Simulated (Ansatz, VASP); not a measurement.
**One calculation of SnO, two programs**

INCAR

```
SYSTEM = SnO
PREC     = Accurate       ! precision mode
ENCUT    = 520            ! plane-wave cutoff, eV
EDIFF    = 1E-6           ! SCF threshold, eV
ISMEAR   = 0              ! smearing method
SIGMA    = 0.15           ! smearing width, eV
LREAL    = .FALSE.        ! projectors in reciprocal space
LASPH    = .TRUE.         ! aspherical terms in the spheres
NELM     = 80             ! most SCF steps
ALGO     = Normal         ! electronic algorithm
ISIF     = 2              ! what is computed and relaxed
LWAVE    = .FALSE.        ! write WAVECAR
LCHARG   = .FALSE.        ! write CHGCAR
NBANDS   = 28             ! bands
```

Contents of KPOINTS:

```
regular mesh
0
G
  10 10 8
  0 0 0
```

The input POSCAR:

```
SnO
1.0
    3.7668771934      0.0000000000      0.0000000000
    0.0000000000      3.7668771934      0.0000000000
    0.0000000000      0.0000000000      4.2829000000
Sn O
2 2
Direct
    0.0000000000      0.5000000000      0.2457459271
    0.5000000000      0.0000000000      0.7542540729
    0.0000000000      0.0000000000      0.0000000000
    0.5000000000      0.5000000000      0.0000000000
```

Input for Ansatz:

```yaml
crystal:
  lattice:
    - [3.7668771934, 0.0, 0.0]
    - [0.0, 3.7668771934, 0.0]
    - [0.0, 0.0, 4.2829]
  atoms:
    - { symbol: Sn, position: [0.0, 0.5, 0.2457459271] }
    - { symbol: Sn, position: [0.5, 0.0, 0.7542540729] }
    - { symbol: O, position: [0.0, 0.0, 0.0] }
    - { symbol: O, position: [0.5, 0.5, 0.0] }
basis:
  ecutwfc: 520.0
kpoints:
  mp_grid: { grid: [10, 10, 8] }
hamiltonian:
  xc: lda
scf:
  occupations: { method: gaussian, width: 0.15 }
output:
  forces: true
  stress: true
  eigenvalues: true
  write_density: true
  write_potential: true
  elf: true
  volumetric_format: npy
```

Alike in both runs: task single point; functional LDA; k mesh 10 × 10 × 8; occupations gaussian, width 0.15 eV; no spin polarisation.

```csv
,VASP,Ansatz
version,VASP 6.6.1,Ansatz 0.2.0
potentials or method,"VASP PAW LDA potentials, release 64 (Sn_d, O), cutoff 520 eV","scalar-relativistic, plane waves, PAW"
valence electrons in the cell,40,40
```

```csv
,VASP,Ansatz,Ansatz less VASP
gap on the k mesh at the Fermi level (eV),none,none,-
pressure (GPa),9.3,8.7,-0.58
"traceless stress, the component that is largest in VASP (GPa)",2.56,2.61,+0.057
rms of the force components (eV/Å),0.640,0.585,-0.0547
```

LDA's correlation is that of Perdew and Zunger in VASP and of Perdew and Wang (1992) in Ansatz. Atom by atom the forces differ by 0.055 eV/Å (rms over components). A gap of «none» marks a metal or a gap that the smearing closes.
